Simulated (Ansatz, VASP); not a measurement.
C in VASP and in Ansatz

```
CELL_PARAMETERS angstrom
1.28689 -2.17869 0.00000
1.28689 2.17869 0.00000
0.00000 0.00000 7.37782
ATOMIC_POSITIONS crystal
C 0.08332 0.91668 0.74984
C 0.58332 0.41668 0.25016
C 0.91668 0.08332 0.25016
C 0.41668 0.58332 0.74984
```

Change from the starting cell: normal strain along x +0.0467, normal strain along y +0.0233.

Alike in both runs: task single point; functional PBEsol; k mesh 18 × 18 × 6; occupations gaussian, width 0.15 eV; no spin polarisation.

|  | VASP | Ansatz |
| --- | --- | --- |
| version | VASP 6.6.1 | Ansatz 0.2.0 |
| potentials or method | VASP PAW PBE potentials, release 64 (C), cutoff 520 eV | scalar-relativistic, plane waves, PAW |
| valence electrons in the cell | 16 | 16 |

```csv
,VASP,Ansatz,Ansatz less VASP
gap on the k mesh at the Fermi level (eV),0.01,0.01,0.000
least direct gap on the mesh (eV),0.01,0.01,0.000
pressure (GPa),-22.0,-22.5,-0.55
"traceless stress, the component that is largest in VASP (GPa)",21.95,22.55,+0.604
rms of the force components (eV/Å),0.063,0.059,-0.0043
```

VASP's potentials were made for PBE, not for PBEsol, and Ansatz warns of the same on its side. Atom by atom the forces differ by 0.004 eV/Å (rms over components).
